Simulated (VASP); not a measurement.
# BaF2 (Fm-3m) in VASP: a series of runs

Runs on BaF2. Level: r2SCAN. Tasks: single point, relaxation of cell and atoms.

All numbers are computed with VASP 6.6.1; they aren't measurements. Logs are shortened: lines on timing, memory, paths and dates and some standing lists are left out, and cuts for length are marked.

### Step 1. The cell of the first run

Symmetry: Fm-3m, No. 225, cubic system. Conventional cell: a = 6.195 Å, b = 6.195 Å, c = 6.195 Å, α = 90.00°, β = 90.00°, γ = 90.00°. Within 3.5 Å of Ba (site symmetry m-3m) lie 8 F at 2.68 Å. Within 3.5 Å of F (site symmetry -43m) lie 4 Ba at 2.68 Å and 6 F at 3.10 Å.

### Step 2. Single point, r2SCAN

POSCAR

```
BaF2
1.0
    0.0000000000      3.0974401253      3.0974401253
    3.0974401253      0.0000000000      3.0974401253
    3.0974401253      3.0974401253      0.0000000000
Ba F
1 2
Direct
    0.0000000000      0.0000000000      0.0000000000
    0.7500000000      0.7500000000      0.7500000000
    0.2500000000      0.2500000000      0.2500000000
```

INCAR.step1

```
SYSTEM = BaF2
ALGO = Normal
EDIFF = 1E-5
ENCUT = 660
GGA = PE
GGA_COMPAT = .FALSE.
ISMEAR = 0
LASPH = .TRUE.
LCHARG = .FALSE.
LREAL = .FALSE.
LWAVE = .TRUE.
NBANDS = 19
NELM = 120
PREC = Accurate
SIGMA = 0.02
```

INCAR.step2

```
SYSTEM = BaF2
ALGO = Normal
EDIFF = 1E-6
ENCUT = 660
GGA_COMPAT = .FALSE.
ISIF = 2
ISMEAR = 0
ISTART = 1
LASPH = .TRUE.
LCHARG = .FALSE.
LMIXTAU = .TRUE.
LREAL = .FALSE.
LWAVE = .FALSE.
METAGGA = R2SCAN
NBANDS = 19
NELM = 120
PREC = Accurate
SIGMA = 0.02
```

KPOINTS

```
k-points
0
G
  6 6 6
  0 0 0
```

Potentials or basis: VASP PAW PBE potentials, release 64 (Ba_sv, F).

On the command line:

```bash
$ cat potpaw_PBE.64/Ba_sv/POTCAR potpaw_PBE.64/F/POTCAR > POTCAR
$ cp INCAR.step1 INCAR
$ mpirun -np 1 vasp_std > vasp.out
$ cp INCAR.step2 INCAR
$ mpirun -np 1 vasp_std > vasp.out
```

OUTCAR:

```text
SYSTEM = BaF2
   EDIFF = 1E-6
   ENCUT = 660
   ISIF = 2
   ISMEAR = 0
   ISTART = 1
   LASPH = .TRUE.
   LREAL = .FALSE.
   METAGGA = R2SCAN
   NELM = 120
   PREC = Accurate

 ion  position               nearest neighbor table
   1  0.000  0.000  0.000-   2 2.68   2 2.68   2 2.68   3 2.68   3 2.68   3 2.68   3 2.68   2 2.68

   2  0.750  0.750  0.750-   1 2.68   1 2.68   1 2.68   1 2.68
   3  0.250  0.250  0.250-   1 2.68   1 2.68   1 2.68   1 2.68

  LATTYP: Found a face centered cubic cell.
 ALAT       =     6.1948802506

  Lattice vectors:

 A1 = (   0.0000000000,   3.0974401253,   3.0974401253)
 A2 = (   3.0974401253,   0.0000000000,   3.0974401253)
 A3 = (   3.0974401253,   3.0974401253,   0.0000000000)

Analysis of symmetry for initial positions (statically):
=====================================================================
 Subroutine PRICEL returns:
 Original cell was already a primitive cell.

 Routine SETGRP: Setting up the symmetry group for a
 face centered cubic supercell.

 Subroutine GETGRP returns: Found 48 space group operations
 (whereof 48 operations were pure point group operations)
 out of a pool of 48 trial point group operations.

The static configuration has the point symmetry O_h .

Analysis of symmetry for dynamics (positions and initial velocities):
=====================================================================
 Subroutine PRICEL returns:
 Original cell was already a primitive cell.

 Routine SETGRP: Setting up the symmetry group for a
 face centered cubic supercell.

 Subroutine GETGRP returns: Found 48 space group operations
 (whereof 48 operations were pure point group operations)
 out of a pool of 48 trial point group operations.

The dynamic configuration has the point symmetry O_h .

 Subroutine INISYM returns: Found 48 space group operations
 (whereof 48 operations are pure point group operations),
 and found     1 'primitive' translations

----------------------------------------------------------------------------------------

                                     Primitive cell

  volume of cell :      59.4345

  direct lattice vectors                    reciprocal lattice vectors
     0.000000000  3.097440125  3.097440125    -0.161423621  0.161423621  0.161423621
     3.097440125  0.000000000  3.097440125     0.161423621 -0.161423621  0.161423621
     3.097440125  3.097440125  0.000000000     0.161423621  0.161423621 -0.161423621

  length of vectors
     4.380441834  4.380441834  4.380441834     0.279593913  0.279593913  0.279593913

  position of ions in fractional coordinates (direct lattice)
     0.000000000  0.000000000  0.000000000
     0.750000000  0.750000000  0.750000000
     0.250000000  0.250000000  0.250000000

  ion indices of the primitive-cell ions
   primitive index   ion index
                 1           1
                 2           2
                 3           3

----------------------------------------------------------------------------------------

 KPOINTS: k-points

Automatic generation of k-mesh.
 Grid dimensions read from file:
 generate k-points for:    6    6    6

 Generating k-lattice:

  Cartesian coordinates                     Fractional coordinates (reciprocal lattice)
    -0.026903937  0.026903937  0.026903937     0.166666667  0.000000000  0.000000000
     0.026903937 -0.026903937  0.026903937     0.000000000  0.166666667  0.000000000
     0.026903937  0.026903937 -0.026903937     0.000000000  0.000000000  0.166666667

  Length of vectors
     0.046598985  0.046598985  0.046598985

  Shift w.r.t. Gamma in fractional coordinates (k-lattice)
     0.000000000  0.000000000  0.000000000

 Subroutine IBZKPT returns following result:
 ===========================================

 Found     16 irreducible k-points:

 Following reciprocal coordinates:
            Coordinates               Weight
  0.000000  0.000000  0.000000      1.000000
  0.166667  0.000000  0.000000      8.000000
  0.333333  0.000000  0.000000      8.000000
  0.500000  0.000000  0.000000      4.000000
  0.166667  0.166667  0.000000      6.000000
  0.333333  0.166667  0.000000     24.000000
[... 8 lines left out ...]
 -0.333333  0.333333  0.166667     24.000000
 -0.333333  0.500000  0.166667     12.000000
   k-points           NKPTS =     16   k-points in BZ     NKDIM =     16   number of bands    NBANDS=     19
   number of dos      NEDOS =    301   number of ions     NIONS =      3
   total plane-waves  NPLWV =  64000
   dimension x,y,z NGX =    40 NGY =   40 NGZ =   40
   dimension x,y,z NGXF=    80 NGYF=   80 NGZF=   80
   ions per type =               1   2
   NGX,Y,Z   is equivalent  to a cutoff of  15.18, 15.18, 15.18 a.u.
   NGXF,Y,Z  is equivalent  to a cutoff of  30.36, 30.36, 30.36 a.u.
 SYSTEM =  BaF2
   PREC   = accura    normal or accurate (medium, high low for compatibility)
   ISTART =      1    job   : 0-new  1-cont  2-samecut
   ICHARG =      0    charge: 1-file 2-atom 10-const
   ISPIN  =      1    spin polarized calculation?
   LNONCOLLINEAR =      F non collinear calculations
   LSORBIT =      F    spin-orbit coupling
   LASPH  =      T    aspherical Exc in radial PAW
   ENCUT  =  660.0 eV  48.51 Ry    6.96 a.u.   9.18  9.18  9.18*2*pi/ulx,y,z
   NELM   =    120;   NELMIN=  2; NELMDL=  0     # of ELM steps
   EDIFF  = 0.1E-05   stopping-criterion for ELM
   LREAL  =      F    real-space projection
   EDIFFG = 0.1E-04   stopping-criterion for IOM
   NSW    =      0    number of steps for IOM
   IBRION =     -1    ionic relax: 0-MD 1-quasi-New 2-CG
   NFREE  =      0    steps in history (QN), initial steepest desc. (CG)
   ISIF   =      2    stress and relaxation
   ISYM   =      2    0-nonsym 1-usesym 2-fastsym
   POTIM  = 0.5000    time-step for ionic-motion
   TEBEG  =    0.0;   TEEND  =   0.0 temperature during run
   PSTRESS=    0.0 pullay stress
   NELECT =      24.0000    total number of electrons
   NUPDOWN=      -1.0000    fix difference up-down
   EMIN   =  10.00;   EMAX   =-10.00  energy-range for DOS
   EFERMI =   0.00;   METHOD = LEGACY
   ISMEAR =     0;   SIGMA  =   0.02  broadening in eV -4-tet -1-fermi 0-gaus
   EFERMI_NEDOS =   21; number of points for ismear=-14 and -15
   IALGO  =     38    algorithm
   IMIX   =      4    mixing-type and parameters
     AMIX     =   0.40;   BMIX     =  1.00
     AMIX_MAG =   1.60;   BMIX_MAG =  1.00
  volume/ion in A,a.u.               =      19.81       133.69
  Fermi-wavevector in a.u.,A,eV,Ry     =   1.210038  2.286640 19.921540  1.464192
  Thomas-Fermi vector in A             =   2.345597
   LORBIT       =      0    0 simple, 1 ext, 2 COOP (PROOUT), +10 PAW based schemes
   METAGGA = R2SCAN    functional components
   LHFCALC =     F    Hartree Fock is set to
   AEXX    =    0.0000 exact exchange contribution
   IVDW    =     0    specifies the selected vdW correction
   LEPSILON=     F    determine dielectric tensor
   LRPA    =     F    only Hartree local field effects (RPA)
 non-spin polarized calculation
 Gauss-broadening in eV      SIGMA  =   0.02
  energy-cutoff  :      660.00
  volume of cell :       59.43
 maximum number of plane-waves:      2301
 NGX is ok and might be reduce to    40
   NGX = 19   NGY = 19   NGZ = 19

 number of electron      24.0000002 magnetization

 Free energy of the ion-electron system (eV)
  ---------------------------------------------------
  ext. energy  EPLUGINS =         0.00000000
  ---------------------------------------------------
  free energy    TOTEN  =       -45.06755991 eV

  energy without entropy =      -45.06755991  energy(sigma->0) =      -45.06755991

 E-fermi :  -2.4462     XC(G=0):  -9.2545

 val. band max:       -2.5981626697   @ k =  -0.1667   0.1667   0.0000
 cond. band min:       4.7597765262   @ k =   0.0000   0.0000   0.0000
 fundamental gap:      7.3579391959
 Fermi energy:        -2.4462353792

 k-point     1 :       0.0000    0.0000    0.0000
  band No.  band energies     occupation
      1     -26.2184      2.00000
      2     -22.6748      2.00000
      3     -22.5361      2.00000
      4     -10.5600      2.00000
      5     -10.5600      2.00000
      6     -10.5600      2.00000
[... 11 lines left out ...]
     18       9.7030      0.00000
     19      13.6143      0.00000

 k-point     2 :       0.1667    0.0000    0.0000
  band No.  band energies     occupation
      1     -26.1566      2.00000
      2     -22.7012      2.00000
      3     -22.6086      2.00000
      4     -10.6097      2.00000
      5     -10.6025      2.00000
      6     -10.6025      2.00000
[... 11 lines left out ...]
     18       9.7298      0.00000
     19      12.5400      0.00000

 k-point     3 :       0.3333    0.0000    0.0000
  band No.  band energies     occupation
      1     -26.0236      2.00000
      2     -22.8174      2.00000
      3     -22.7002      2.00000
      4     -10.6950      2.00000
      5     -10.6840      2.00000
      6     -10.6840      2.00000
[... 11 lines left out ...]
     18       9.8236      0.00000
     19      11.7850      0.00000

 k-point     4 :       0.5000    0.0000    0.0000
  band No.  band energies     occupation
      1     -25.9514      2.00000
      2     -22.9045      2.00000
      3     -22.7229      2.00000
      4     -10.7317      2.00000
      5     -10.7232      2.00000
      6     -10.7232      2.00000
[... 231 lines left out ...]
     18      10.6575      0.00000
     19      12.7455      0.00000

 k-point    15 :      -0.3333    0.3333    0.1667
  band No.  band energies     occupation
      1     -25.8790      2.00000
      2     -22.8911      2.00000
      3     -22.8449      2.00000
      4     -10.9184      2.00000
      5     -10.6930      2.00000
      6     -10.6919      2.00000
[... 11 lines left out ...]
     18      11.4398      0.00000
     19      12.4967      0.00000

 k-point    16 :      -0.3333    0.5000    0.1667
  band No.  band energies     occupation
      1     -25.8538      2.00000
      2     -22.9317      2.00000
      3     -22.8408      2.00000
      4     -10.9750      2.00000
      5     -10.8215      2.00000
      6     -10.5404      2.00000
[... 11 lines left out ...]
     18      12.7762      0.00000
     19      13.0966      0.00000

------------------------ aborting loop because EDIFF is reached ----------------------------------------

  FORCE on cell =-STRESS in cart. coord.  units (eV):
  Direction    XX          YY          ZZ          XY          YZ          ZX
  --------------------------------------------------------------------------------------
  -------------------------------------------------------------------------------------
  Total        0.3282148      0.3282148      0.3282148     -0.0000000      0.0000000      0.0000000
  in kB        8.8476914      8.8476914      8.8476914     -0.0000000      0.0000000      0.0000000
  external PRESSURE =       8.8476914 kB  Pullay stress =       0.0000000 kB

 VOLUME and BASIS-vectors are now :
 -----------------------------------------------------------------------------
  energy-cutoff  :      660.00
  volume of cell :       59.43
      direct lattice vectors                 reciprocal lattice vectors
     0.000000000  3.097440125  3.097440125    -0.161423621  0.161423621  0.161423621
     3.097440125  0.000000000  3.097440125     0.161423621 -0.161423621  0.161423621
     3.097440125  3.097440125  0.000000000     0.161423621  0.161423621 -0.161423621

 POSITION                                       TOTAL-FORCE (eV/Angst)
 -----------------------------------------------------------------------------------
      0.00000      0.00000      0.00000        -0.000000     -0.000000     -0.000000
      4.64616      4.64616      4.64616         0.000000      0.000000      0.000000
      1.54872      1.54872      1.54872        -0.000000     -0.000000     -0.000000
 -----------------------------------------------------------------------------------
    total drift:                                0.000000     -0.000000      0.000000

  FREE ENERGIE OF THE ION-ELECTRON SYSTEM (eV)
  ---------------------------------------------------
  free  energy   TOTEN  =       -45.0675599050 eV

  energy  without entropy=      -45.0675599050  energy(sigma->0) =      -45.06755991
```

Run time: 2 min. Hardware: 1 thread of Intel Xeon Platinum 8488C (Sapphire Rapids), shared host; peak memory 0.26 GiB.

What came out:

| Quantity | Value |
| --- | --- |
| Free energy | -45.0676 eV |
| Pressure | 0.9 GPa |
| Band gap on the k mesh | 7.36 eV, indirect (least direct gap 7.43 eV) |

Caveat: the PAW data sets were made with another functional, which shifts forces and pressure a little; spin-orbit coupling is left out, which moves the levels of the heavy elements. r2SCAN opens gaps a little over a GGA but as a rule still falls short of measured ones.

(Continued in part 2 of 2.)
